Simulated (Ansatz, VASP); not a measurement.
**Ge: VASP beside Ansatz**

```
CELL_PARAMETERS angstrom
2.71174 0.00000 0.00000
0.00000 2.71174 0.00000
0.00000 0.00000 2.71060
ATOMIC_POSITIONS crystal
Ge 0.50000 0.50000 0.50000
```

Change from the starting cell: the structure that the rattled cell fell into.

Alike in both runs: functional PBE; k mesh 20 × 20 × 20; occupations gaussian, width 0.1 eV; no spin polarisation.

Ansatz relaxed the structure, and its values are those at the end. VASP's run is a single point on that final structure, the one shown.

```csv
,VASP,Ansatz
version,VASP 6.6.1,Ansatz 0.2.0
potentials or method,"VASP PAW PBE potentials, release 64 (Ge_d), cutoff 520 eV","scalar-relativistic, plane waves, PAW"
valence electrons in the cell,14,14
```

```csv
,VASP,Ansatz,Ansatz less VASP
gap on the k mesh at the Fermi level (eV),none,none,-
pressure (GPa),0.0,0.0,-0.05
```

A gap of «none» marks a metal or a gap that the smearing closes. The functional is the same, so the differences come from potentials, cutoffs and numerics.
